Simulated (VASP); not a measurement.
A run of VASP 6.6.1 is set up as follows.

File INCAR:

```
SYSTEM = Ge
ALGO = Normal ; EDIFF = 1E-7
ENCUT = 520 ; GGA = CA
ISIF = 2 ; ISMEAR = -1
LASPH = .True. ; LCHARG = .True.
LELF = .True. ; LREAL = .False.
LVHAR = .True. ; LWAVE = .False.
NBANDS = 13 ; NELM = 60
PREC = Accurate ; SIGMA = 0.1
```

File KPOINTS:

```
k-points
0
Gamma
  13 13 13
  0 0 0
```

POSCAR

```
Ge
1.0
    2.7485346199      0.0000000000      0.0000000000
    0.0000000000      2.7485346199      0.0000000000
    0.0000000000      0.0000000000      2.7485346199
Ge
1
Direct
    0.0000000000      0.0000000000      0.0000000000
```

Potentials or basis: VASP PAW LDA potentials, release 64 (Ge_d).

Command:

```console
$ cat potpaw_LDA.64/Ge_d/POTCAR > POTCAR
$ mpirun -np 1 vasp_std > vasp.out
```

(1) Predict the band gap on the k mesh.

(2) Estimate the pressure.

Results:

(1) zero (band 7 reaches 11.51 eV, above the bottom of band 8 at 3.06 eV).

(2) -7.2 GPa.
